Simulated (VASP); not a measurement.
The system is Co.

```xyz
4
Lattice="2.4706 0.0000 0.0000 -1.2353 2.1396 0.0000 0.0000 0.0000 8.0882" Properties=species:S:1:pos:R:3 pbc="T T T"
Co    1.2353    0.7132    6.0662
Co    0.0000    0.0000    4.0441
Co    0.0000    1.4264    2.0221
Co    0.0000    0.0000    0.0000
```

| Quantity | Value |
| --- | --- |
| Program | VASP 6.6.1 |
| Task | relaxation of cell and atoms |
| Functional | LDA |
| Potentials or basis | VASP PAW LDA potentials, release 64 (Co) |
| Cutoff | 600 eV |
| k mesh | 12 × 12 × 4 |
| Occupations | fermi-dirac, width 0.05 eV |
| Spin | collinear spin, ferromagnetic start |
| Starting moments | [2.0, 2.0, 2.0, 2.0] μB |

At the start: pressure -15.8 GPa; volume 10.69 Å³/atom.

Task: Where does the relaxation end?

Result: Over 5 steps the energy falls by 38.6 meV/atom and the volume is 9.97 Å³/atom (-6.7 %); space group P6_3/mmc (No. 194, to 0.1 Å) before and after; moment 5.93 μB per cell.

The path:
```csv
step,energy change (eV),largest force (eV/Å),pressure (GPa),volume (Å³)
1,0.0000,0.0000,-15.83,42.75
2,0.1159,0.0000,26.86,36.55
3,-0.1536,0.0000,-0.53,39.97
4,-0.1538,0.0000,0.07,39.89
5,-0.1545,0.0000,-0.04,39.90
```

Final structure:
```yaml
crystal:
  lattice:
    - [2.42177, 0.00000, 0.00000]
    - [-1.21089, 2.09732, 0.00000]
    - [0.00000, 0.00000, 7.85550]
  atoms:
    - { symbol: Co, position: [0.66667, 0.33333, 0.75000] }
    - { symbol: Co, position: [0.00000, 0.00000, 0.50000] }
    - { symbol: Co, position: [0.33333, 0.66667, 0.25000] }
    - { symbol: Co, position: [0.00000, 0.00000, 0.00000] }
```
